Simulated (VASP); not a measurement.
Input of a VASP 6.6.1 run:

File INCAR:

```
SYSTEM = HfN
PREC = Accurate
ENCUT = 600
EDIFF = 1E-6
ISMEAR = -1
SIGMA = 0.05
LREAL = .False.
LASPH = .True.
NELM = 80
ALGO = Normal
ISIF = 3
LWAVE = .False.
LCHARG = .False.
GGA = PS
IBRION = 2
NSW = 60
EDIFFG = -0.01
```

File KPOINTS:

```
Automatic mesh
0
Gamma
  10 10 5
  0 0 0
```

The input POSCAR:

```
HfN
1.0
    3.1339080219      0.0000000000      0.0000000000
   -1.5669540110      2.7140439601      0.0000000000
    0.0000000000      0.0000000000      5.4167677200
Hf N
2 2
Direct
    0.3333333333      0.6666666667      0.2500000000
    0.6666666667      0.3333333333      0.7500000000
    0.0000000000      0.0000000000      0.5000000000
    0.0000000000      0.0000000000      0.0000000000
```

Potentials or basis: VASP PAW PBE potentials, release 64 (Hf_pv, N).

Command:

```console
$ cat potpaw_PBE.64/Hf_pv/POTCAR potpaw_PBE.64/N/POTCAR > POTCAR
$ mpirun -np 1 vasp_std > vasp.out
```

Q: Estimate the space group after relaxing (to 0.1 Å).

A: P6_3/mmc (No. 194).

Q: What does it give for the relaxed cell?

A: a = 3.118 Å, b = 3.118 Å, c = 5.379 Å, α = 90.00°, β = 90.00°, γ = 120.00°.

Q: Estimate the relaxed volume.

A: 11.32 Å³/atom.

Q: What does it give for the band gap on the k mesh?

A: Zero (bands 15 and 16 overlap by 1.74 eV).

The path:
| step | energy change (eV) | largest force (eV/Å) | pressure (GPa) | volume (Å³) |
| --- | --- | --- | --- | --- |
| 1 | 0.0000 | 0.0000 | -4.62 | 46.07 |
| 2 | 0.0302 | 0.0000 | 9.69 | 43.89 |
| 3 | -0.0114 | 0.0000 | -0.02 | 45.31 |
| 4 | -0.0114 | 0.0000 | 0.05 | 45.30 |
| 5 | -0.0114 | 0.0000 | 0.05 | 45.30 |

Caveat: the PAW data sets were made with another functional, which shifts forces and pressure a little; spin-orbit coupling is left out, which moves the levels of the heavy elements.
